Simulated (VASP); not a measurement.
Write the native input for VASP 6.6.1 that does the following.

| Quantity | Value |
| --- | --- |
| Task | G0W0 quasiparticle levels |
| Functional | PBE |
| Potentials or basis | VASP PAW PBE potentials, release 64 (Si_GW) |
| Cutoff | 500 eV |
| k mesh | 6 × 6 × 6 |
| Occupations | gaussian, width 0.01 eV |
| Spin | no spin polarisation |
| Dipole correction | no |
| GW scheme | G0W0 |
| GW iterations | 1 |
| Cutoff of the response function | 80 |
| Frequency points | 48 |
| Empty bands | 65 |
| Further INCAR settings | ALGO = EVGW0; EDIFF = 1e-08; NBANDS = 69 |

Crystal: Si.

```
Si
1.0
     0.00000    2.72212    2.72212
     2.72212    0.00000    2.72212
     2.72212    2.72212    0.00000
Si
2
Direct
  0.00000 0.00000 0.00000
  0.25000 0.25000 0.25000
```

The input as run:

POSCAR

```
Si
1.0
    0.0000000000      2.7221188958      2.7221188958
    2.7221188958      0.0000000000      2.7221188958
    2.7221188958      2.7221188958      0.0000000000
Si
2
Direct
    0.0000000000      0.0000000000      0.0000000000
    0.2500000000      0.2500000000      0.2500000000
```

INCAR.step1

```
SYSTEM = Si
ALGO = Normal ; EDIFF = 1E-8
ENCUT = 500 ; GGA = PE
ISMEAR = 0 ; LASPH = .True.
LCHARG = .False. ; LREAL = .False.
LWAVE = .True. ; NELM = 60
PREC = Accurate ; SIGMA = 0.01
```

INCAR.step2

```
SYSTEM = Si
ALGO = Exact ; EDIFF = 1E-8
ENCUT = 500 ; GGA = PE
ISMEAR = 0 ; ISTART = 1
LASPH = .True. ; LCHARG = .False.
LOPTICS = .True. ; LREAL = .False.
LWAVE = .True. ; NBANDS = 69
NELM = 1 ; PREC = Accurate
SIGMA = 0.01
```

INCAR.step3

```
SYSTEM = Si
ALGO = EVGW0 ; EDIFF = 1E-8
ENCUT = 500 ; ENCUTGW = 80.0
GGA = PE ; ISMEAR = 0
ISTART = 1 ; LASPH = .True.
LCHARG = .False. ; LREAL = .False.
LWAVE = .False. ; NBANDS = 69
NBANDSGW = 12 ; NELMGW = 1
NOMEGA = 48 ; PREC = Accurate
PRECFOCK = Fast ; SIGMA = 0.01
```

KPOINTS

```
k-points
0
Gamma
  6 6 6
  0 0 0
```

Potentials or basis: VASP PAW PBE potentials, release 64 (Si_GW).

Run with:

```console
$ cat potpaw_PBE.64/Si_GW/POTCAR > POTCAR
$ cp INCAR.step1 INCAR
$ mpirun -np 1 vasp_std > vasp.out
$ cp INCAR.step2 INCAR
$ mpirun -np 1 vasp_std > vasp.out
$ cp INCAR.step3 INCAR
$ mpirun -np 1 vasp_std > vasp.out
```

Results of the run:

```json
{
  "Quasiparticle gap": "1.09 eV",
  "Least direct quasiparticle gap": "3.11 eV",
  "Band gap of the starting levels on the mesh": "0.72 eV",
  "Least direct gap of the starting levels on the mesh": "2.56 eV"
}
```

Caveat: bands, screening cutoff and mesh are small and nothing is extrapolated, so the quasiparticle values aren't converged.

It took 4.1 min on 1 thread of Intel(R) Xeon(R) Platinum 8488C (Sapphire Rapids) (shared host), peak memory 0.5 GiB.
